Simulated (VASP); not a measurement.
The system is Cr.

```xyz
2
Lattice="2.9689 0.0000 0.0000 0.0000 2.9689 0.0000 0.0000 0.0000 2.9689" Properties=species:S:1:pos:R:3 pbc="T T T"
Cr    0.0000    0.0000    0.0000
Cr    1.4844    1.4844    1.6345
```

```yaml
Program: VASP 6.6.1
Task: relaxation of the atoms
Functional: PBE
Potentials_or_basis: VASP PAW PBE potentials, release 64 (Cr_pv)
Cutoff: 520 eV
k_mesh: 5 × 5 × 5
Occupations: methfessel-paxton, width 0.15 eV
Spin: collinear spin, antiferromagnetic start
Starting_moments: "[3.0, -3.0] μB"
```

At the start: pressure -9.9 GPa; volume 13.08 Å³/atom.

How do energy, volume and symmetry change on relaxing?

Over 6 steps the energy falls by 20.7 meV/atom; space group Im-3m (No. 229, to 0.05 Å); moment 0.00 μB per cell.

Step by step:
```csv
step,energy change (eV),largest force on free atoms (eV/Å),pressure (GPa)
1,0.0000,0.4989,-9.88
2,-0.0111,0.4281,-10.44
3,-0.0353,0.2230,-12.32
4,-0.0247,0.3416,-11.45
5,-0.0413,0.0141,-12.63
6,-0.0414,0.0008,-12.65
```

Final structure:
```
CELL_PARAMETERS angstrom
2.96890 0.00000 0.00000
0.00000 2.96890 0.00000
0.00000 0.00000 2.96890
ATOMIC_POSITIONS crystal
Cr 0.00000 0.00000 0.00000
Cr 0.50000 0.50000 0.50002
```

Caveat: the k points lie up to 0.42 Å⁻¹ apart.
